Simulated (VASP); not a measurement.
# N in VASP: further runs

Runs on N. Level: PBE+D3(BJ). Tasks: single point.

Everything below comes from runs of VASP 6.6.1. Logs are shortened: lines on timing, memory, paths and dates and some standing lists are left out, and cuts for length are marked.

## (1) The cell of the first run

The cell holds a disordered packing, 24 atoms: a = 8.862 Å, b = 8.862 Å, c = 8.862 Å, α = 90.00°, β = 90.00°, γ = 90.00°.

## (2) Single point, PBE+D3(BJ)

The input, INCAR:

```
PREC     = Accurate       # precision mode
ENCUT    = 1000           # plane-wave cutoff, eV
EDIFF    = 1E-6           # SCF threshold, eV
ISMEAR   = -1             # smearing method
SIGMA    = 0.05           # smearing width, eV
LREAL    = Auto         
LASPH    = True           # aspherical terms in the spheres
NELM     = 120            # most SCF steps
ALGO     = Normal         # electronic algorithm
ISIF     = 2              # what is computed and relaxed
LWAVE    = False          # write WAVECAR
LCHARG   = False          # write CHGCAR
GGA      = PE             # functional
IVDW     = 12             # dispersion correction
NBANDS   = 78             # bands
GGA_COMPAT= False
```

The input, KPOINTS:

```
Automatic mesh
0
Gamma
  1 1 1
```

The input, POSCAR:

```
N
1.0
    8.8620950000      0.0000000000      0.0000000000
    0.0000000000      8.8620950000      0.0000000000
    0.0000000000      0.0000000000      8.8620950000
N
24
Direct
    0.1559902032      0.3724175830      0.3462612396
    0.1974815210      0.4148567579      0.2341658490
   -0.1386466744      1.0334802324      0.2389841228
   -0.1447400417      0.9052487025      0.2304082725
    0.7935369684      0.5691656431      0.5296603117
    0.8043921894      0.5448147419      0.4031665199
    0.0505749487      0.8809090853      0.4973090449
    0.1732998800      0.8429947998      0.4994304394
    0.7335737204      0.9165778521      0.8529924358
    0.8436267045      0.8703472486      0.8280209138
    0.4986518425      0.7409760333      0.2771579406
    0.3856085948      0.7936949446      0.2769322604
    0.7428943156      0.3418604743      0.7224928191
    0.7704047406      0.2544093693      0.6370164165
    0.8644457095      0.5069230244      1.0629992118
    0.8853437026      0.6172919609      1.0067032682
    0.5580847418      0.3050181701      0.1354871506
    0.5605897928      0.3189990629      0.2578509935
    0.4997238238     -0.0406450168      0.6107359490
    0.5886079984      0.0122882907      0.5407073610
    0.4614710179      0.5227544954      0.9045265256
    0.4113587137      0.5811379815      0.8048661180
    0.1513750417      0.8057237030      1.0413339058
    0.1550423461      0.9228856156      1.0008355812
```

Potentials or basis: VASP PAW PBE potentials, release 64 (N_h).

Launch:

```
cat potpaw_PBE.64/N_h/POTCAR > POTCAR
mpirun -np 1 vasp_gam > vasp.out
```

OUTCAR:

```text
PREC = Accurate
   ENCUT = 1000
   EDIFF = 1E-6
   ISMEAR = -1
   LREAL = Auto
   LASPH = True
   NELM = 120
   ISIF = 2
   GGA = PE
   IVDW = 12
 IVDW          = 12

 ion  position               nearest neighbor table
   1  0.156  0.372  0.346-   2 1.12
   2  0.197  0.415  0.234-   1 1.12
   3  0.861  0.033  0.239-   4 1.14
   4  0.855  0.905  0.230-   3 1.14
   5  0.794  0.569  0.530-   6 1.15
   6  0.804  0.545  0.403-   5 1.15
[... 16 lines left out ...]
  23  0.151  0.806  0.041-  24 1.10
  24  0.155  0.923  0.001-  23 1.10

  LATTYP: Found a simple cubic cell.
 ALAT       =     8.8620950000

  Lattice vectors:

 A1 = (   8.8620950000,   0.0000000000,   0.0000000000)
 A2 = (   0.0000000000,   8.8620950000,   0.0000000000)
 A3 = (   0.0000000000,   0.0000000000,   8.8620950000)

Analysis of symmetry for initial positions (statically):
=====================================================================
 Subroutine PRICEL returns:
 Original cell was already a primitive cell.

 Routine SETGRP: Setting up the symmetry group for a
 simple cubic supercell.

 Subroutine GETGRP returns: Found  1 space group operations
 (whereof  1 operations were pure point group operations)
 out of a pool of 48 trial point group operations.

The static configuration has the point symmetry C_1 .

Analysis of symmetry for dynamics (positions and initial velocities):
=====================================================================
 Subroutine PRICEL returns:
 Original cell was already a primitive cell.

 Routine SETGRP: Setting up the symmetry group for a
 simple cubic supercell.

 Subroutine GETGRP returns: Found  1 space group operations
 (whereof  1 operations were pure point group operations)
 out of a pool of 48 trial point group operations.

The dynamic configuration has the point symmetry C_1 .

 Subroutine INISYM returns: Found  1 space group operations
 (whereof  1 operations are pure point group operations),
 and found     1 'primitive' translations

----------------------------------------------------------------------------------------

                                     Primitive cell

  volume of cell :     695.9999

  direct lattice vectors                    reciprocal lattice vectors
     8.862095000  0.000000000  0.000000000     0.112840135  0.000000000  0.000000000
     0.000000000  8.862095000  0.000000000     0.000000000  0.112840135  0.000000000
     0.000000000  0.000000000  8.862095000     0.000000000  0.000000000  0.112840135

  length of vectors
     8.862095000  8.862095000  8.862095000     0.112840135  0.112840135  0.112840135

  position of ions in fractional coordinates (direct lattice)
     0.155990203  0.372417583  0.346261240
     0.197481521  0.414856758  0.234165849
     0.861353326  0.033480232  0.238984123
     0.855259958  0.905248703  0.230408273
     0.793536968  0.569165643  0.529660312
     0.804392189  0.544814742  0.403166520
[... 16 lines left out ...]
     0.151375042  0.805723703  0.041333906
     0.155042346  0.922885616  0.000835581

  ion indices of the primitive-cell ions
   primitive index   ion index
                 1           1
                 2           2
                 3           3
                 4           4
                 5           5
                 6           6
[... 16 lines left out ...]
                23          23
                24          24

----------------------------------------------------------------------------------------

 KPOINTS: Automatic mesh

Automatic generation of k-mesh.
 Grid dimensions read from file:
 generate k-points for:    1    1    1

 Generating k-lattice:

  Cartesian coordinates                     Fractional coordinates (reciprocal lattice)
     0.112840135  0.000000000  0.000000000     1.000000000  0.000000000  0.000000000
     0.000000000  0.112840135  0.000000000     0.000000000  1.000000000  0.000000000
     0.000000000  0.000000000  0.112840135     0.000000000  0.000000000  1.000000000

  Length of vectors
     0.112840135  0.112840135  0.112840135

  Shift w.r.t. Gamma in fractional coordinates (k-lattice)
     0.000000000  0.000000000  0.000000000

 Subroutine IBZKPT returns following result:
 ===========================================

 Found      1 irreducible k-points:

 Following reciprocal coordinates:
            Coordinates               Weight
  0.000000  0.000000  0.000000      1.000000
   k-points           NKPTS =      1   k-points in BZ     NKDIM =      1   number of bands    NBANDS=     78
   number of dos      NEDOS =    301   number of ions     NIONS =     24
   total plane-waves  NPLWV = 884736
   dimension x,y,z NGX =    96 NGY =   96 NGZ =   96
   dimension x,y,z NGXF=   192 NGYF=  192 NGZF=  192
   ions per type =              24
   NGX,Y,Z   is equivalent  to a cutoff of  18.01, 18.01, 18.01 a.u.
   NGXF,Y,Z  is equivalent  to a cutoff of  36.02, 36.02, 36.02 a.u.
 SYSTEM =  unknown system
   PREC   = accura    normal or accurate (medium, high low for compatibility)
   ISTART =      0    job   : 0-new  1-cont  2-samecut
   ICHARG =      2    charge: 1-file 2-atom 10-const
   ISPIN  =      1    spin polarized calculation?
   LNONCOLLINEAR =      F non collinear calculations
   LSORBIT =      F    spin-orbit coupling
   LASPH  =      T    aspherical Exc in radial PAW
   ENCUT  = 1000.0 eV  73.50 Ry    8.57 a.u.  22.85 22.85 22.85*2*pi/ulx,y,z
   NELM   =    120;   NELMIN=  2; NELMDL= -5     # of ELM steps
   EDIFF  = 0.1E-05   stopping-criterion for ELM
   LREAL  =      T    real-space projection
   EDIFFG = 0.1E-04   stopping-criterion for IOM
   NSW    =      0    number of steps for IOM
[... 5 lines left out ...]
   TEBEG  =    0.0;   TEEND  =   0.0 temperature during run
   PSTRESS=    0.0 pullay stress
   NELECT =     120.0000    total number of electrons
   NUPDOWN=      -1.0000    fix difference up-down
   EMIN   =  10.00;   EMAX   =-10.00  energy-range for DOS
   EFERMI =   0.00;   METHOD = LEGACY
   ISMEAR =    -1;   SIGMA  =   0.05  broadening in eV -4-tet -1-fermi 0-gaus
   EFERMI_NEDOS =   21; number of points for ismear=-14 and -15
   IALGO  =     38    algorithm
   IMIX   =      4    mixing-type and parameters
     AMIX     =   0.40;   BMIX     =  1.00
     AMIX_MAG =   1.60;   BMIX_MAG =  1.00
  volume/ion in A,a.u.               =      29.00       195.70
  Fermi-wavevector in a.u.,A,eV,Ry     =   0.911169  1.721859 11.295946  0.830229
  Thomas-Fermi vector in A             =   2.035417
   LORBIT       =      0    0 simple, 1 ext, 2 COOP (PROOUT), +10 PAW based schemes
   GGA     = PE    functional components
   LHFCALC =     F    Hartree Fock is set to
   AEXX    =    0.0000 exact exchange contribution
   IVDW    =    12    specifies the selected vdW correction
   LEPSILON=     F    determine dielectric tensor
   LRPA    =     F    only Hartree local field effects (RPA)
 non-spin polarized calculation
  energy-cutoff  :     1000.00
  volume of cell :      696.00
 maximum number of plane-waves:     25031
 NGX is ok and might be reduce to    90
   NGX = 45   NGY = 45   NGZ = 45

 number of electron     119.9999999 magnetization

 Free energy of the ion-electron system (eV)
  ---------------------------------------------------
  ext. energy  EPLUGINS =         0.00000000
  ---------------------------------------------------
  free energy    TOTEN  =      -201.00433961 eV

  energy without entropy =     -201.00433961  energy(sigma->0) =     -201.00433961

 E-fermi :  -5.5737     XC(G=0):  -5.4759

 val. band max:       -6.8129500917   @ k =   0.0000   0.0000   0.0000
 cond. band min:       0.1952513198   @ k =   0.0000   0.0000   0.0000
 fundamental gap:      7.0082014115
 Fermi energy:        -5.5737499218

 k-point     1 :       0.0000    0.0000    0.0000
  band No.  band energies     occupation
      1     -25.5305      2.00000
      2     -25.2932      2.00000
      3     -25.2767      2.00000
      4     -25.2564      2.00000
      5     -25.1690      2.00000
      6     -25.0997      2.00000
[... 64 lines left out ...]
     71       0.7682      0.00000
     72       0.8194      0.00000
 [bands above 72 left out]

------------------------ aborting loop because EDIFF is reached ----------------------------------------

 Edisp (eV)   -1.03251

 E8    (eV) :    -0.2482

  FORCE on cell =-STRESS in cart. coord.  units (eV):
  Direction    XX          YY          ZZ          XY          YZ          ZX
  --------------------------------------------------------------------------------------
  -------------------------------------------------------------------------------------
  Total      -1.90771    -6.31662    -6.77058     0.07526    -0.19000     1.17843
  in kB      -4.39150   -14.54072   -15.58574     0.17325    -0.43737     2.71273
  external pressure =      -11.51 kB  Pullay stress =        0.00 kB

 VOLUME and BASIS-vectors are now :
 -----------------------------------------------------------------------------
  energy-cutoff  :     1000.00
  volume of cell :      696.00
      direct lattice vectors                 reciprocal lattice vectors
     8.862095000  0.000000000  0.000000000     0.112840135  0.000000000  0.000000000
     0.000000000  8.862095000  0.000000000     0.000000000  0.112840135  0.000000000
     0.000000000  0.000000000  8.862095000     0.000000000  0.000000000  0.112840135

 POSITION                                       TOTAL-FORCE (eV/Angst)
 -----------------------------------------------------------------------------------
      1.38240      3.30040      3.06860         0.914483      0.947049     -2.499029
      1.75010      3.67650      2.07520        -0.948378     -0.940850      2.507711
      7.63340      0.29671      2.11790        -0.275035     -4.667327     -0.355944
      7.57940      8.02240      2.04190         0.120307      4.761666      0.294756
      7.03240      5.04400      4.69390         0.495749     -0.642036     -5.354327
      7.12860      4.82820      3.57290        -0.418511      1.052484      5.186105
[... 16 lines left out ...]
      1.34150      7.14040      0.36630         0.086244     -0.400925      0.089200
      1.37400      8.17870      0.00740         0.041936      0.459007     -0.186605
 -----------------------------------------------------------------------------------
    total drift:                                0.004230      0.008403      0.000407

  FREE ENERGIE OF THE ION-ELECTRON SYSTEM (eV)
  ---------------------------------------------------
  free  energy   TOTEN  =      -202.0368533670 eV

  energy  without entropy=     -202.0368533669  energy(sigma->0) =     -202.03685337
```

Run time: 4.4 min. Hardware: 1 thread of Intel Xeon Platinum 8488C (Sapphire Rapids), shared host; peak memory 1.4 GiB.

Results:

* Free energy: -202.0369 eV
* Pressure: -1.2 GPa
* Largest force: 5.415 eV/Å
* Dispersion energy per atom: -0.043 eV

Forces in eV/Å, atoms in the order of the input:
```
N    0.914  0.947 -2.499
N   -0.948 -0.941  2.508
N   -0.275 -4.667 -0.356
N    0.120  4.762  0.295
N    0.496 -0.642 -5.354
N   -0.419  1.052  5.186
N    4.341 -1.343  0.203
N   -4.427  1.319  0.123
N   -2.980  1.263  0.788
N    2.969 -1.073 -0.884
N   -0.352  0.127 -0.007
N    0.571 -0.195 -0.147
N    0.189 -1.032 -0.595
N   -0.116  0.794  0.918
N    0.274  1.289 -0.752
N   -0.309 -1.605  0.797
N    0.036 -0.348 -1.509
N    0.017  0.192  1.604
N    0.414  0.301 -0.339
N   -0.590 -0.399  0.207
N   -0.753  0.973 -1.474
N    0.700 -0.831  1.386
N    0.086 -0.401  0.089
N    0.042  0.459 -0.187
```

Caveat: the k points lie up to 0.71 Å⁻¹ apart.

## (3) Single point, PBE+D3(BJ)

The input, INCAR:

```
SYSTEM = N
PREC     = Accurate       ! precision mode
ENCUT    = 1000           ! plane-wave cutoff, eV
EDIFF    = 1E-6           ! SCF threshold, eV
ISMEAR   = -1             ! smearing method
SIGMA    = 0.05           ! smearing width, eV
LREAL    = Auto         
LASPH    = .True.         ! aspherical terms in the spheres
NELM     = 120            ! most SCF steps
ALGO     = Normal         ! electronic algorithm
ISIF     = 2              ! what is computed and relaxed
LWAVE    = .False.        ! write WAVECAR
LCHARG   = .False.        ! write CHGCAR
GGA      = PE             ! functional
IVDW     = 12             ! dispersion correction
NBANDS   = 78             ! bands
GGA_COMPAT= .False.
```

The input, KPOINTS:

```
regular mesh
0
Gamma
  1 1 1
  0 0 0
```

The input, POSCAR:

```
N
1.0
    8.8620950000      0.0000000000      0.0000000000
    0.0000000000      8.8620950000      0.0000000000
    0.0000000000      0.0000000000      8.8620950000
N
24
Direct
    0.2322475667      0.4414757459      0.3565522599
    0.2058316910      0.4446239856      0.4787129906
   -0.1243498292      0.9262482517      0.2113270056
   -0.1887928306      0.9560380474      0.3164488758
    0.7325017391      0.5735889764      0.4547683138
    0.8538725888      0.5528489595      0.4306092408
    0.1731419038      0.8797806839      0.4246964177
    0.1886799905      0.9439077329      0.5325715872
    0.7011434655      0.6746260337      0.7727405314
    0.6572599368      0.7756405229      0.7175278532
    0.5016759581      0.8724799272      0.2302277283
    0.5049596061      0.7532981761      0.2029994036
    0.8607896891      0.2825404151      0.8059945194
    0.9148175460      0.2141480090      0.7147519858
    1.1086091946      0.5498812640      1.0929921198
    1.0487136507      0.5622711108      0.9830068398
    0.5946336617      0.3448620219      0.0270252124
    0.4924230670      0.2830707637      0.0701639962
    0.5476131772      0.0970312325      0.4147439178
    0.4755421827      0.1895714275      0.3696304316
    0.3706008568      0.3518581103      0.7906821130
    0.2558198710      0.3145757296      0.8248952420
    0.3252391224      0.8047081418      0.8534550803
    0.2137192165      0.8643215854      0.8589052589
```

Potentials or basis: VASP PAW PBE potentials, release 64 (N_h).

Launch:

```
cat potpaw_PBE.64/N_h/POTCAR > POTCAR
mpirun -np 1 vasp_gam > vasp.out
```

Run time: 2.4 min. Hardware: 1 thread of Intel Xeon 6975P-C (Granite Rapids), shared host; peak memory 1.4 GiB.

The run converged. Its results:

```
Free energy                : -202.0599 eV
Pressure                   : -0.9 GPa
Largest force              : 3.101 eV/Å
Dispersion energy per atom : -0.041 eV
```

Forces in eV/Å, atoms in the order of the input:
```
N    0.013 -0.107  0.986
N    0.105  0.045 -0.757
N   -1.426  0.680  2.276
N    1.752 -0.744 -2.363
N    1.268 -0.316 -0.408
N   -1.267  0.214  0.222
N    0.306  1.194  2.072
N   -0.301 -1.169 -2.154
N    0.553 -1.260  0.809
N   -0.550  1.355 -0.640
N   -0.256  2.397  0.254
N    0.062 -2.867 -0.620
N    0.940 -1.167 -1.553
N   -0.920  1.128  1.476
N   -0.984  0.333 -1.711
N    0.770 -0.181  1.494
N   -2.323 -1.404  1.240
N    2.561  1.433 -1.002
N   -1.011  1.494 -0.155
N    0.908 -1.072  0.781
N   -1.371 -0.359  0.070
N    1.175  0.358 -0.427
N   -2.268  1.205  0.146
N    2.263 -1.188 -0.035
```

Stress tensor (GPa, compression positive):
```
-1.69  0.02  0.80
 0.02  0.21 -0.29
 0.80 -0.29 -1.09
```

Levels at points of the mesh, in eV from the Fermi level:
```csv
k point,band 58,band 59,band 60,band 61,band 62,band 63
"(0.00, 0.00, 0.00)",-1.58,-1.36,-1.29,5.65,5.75,5.81
```

Caveat: the k points lie up to 0.71 Å⁻¹ apart; the atoms stand as in a frame of molecular dynamics.
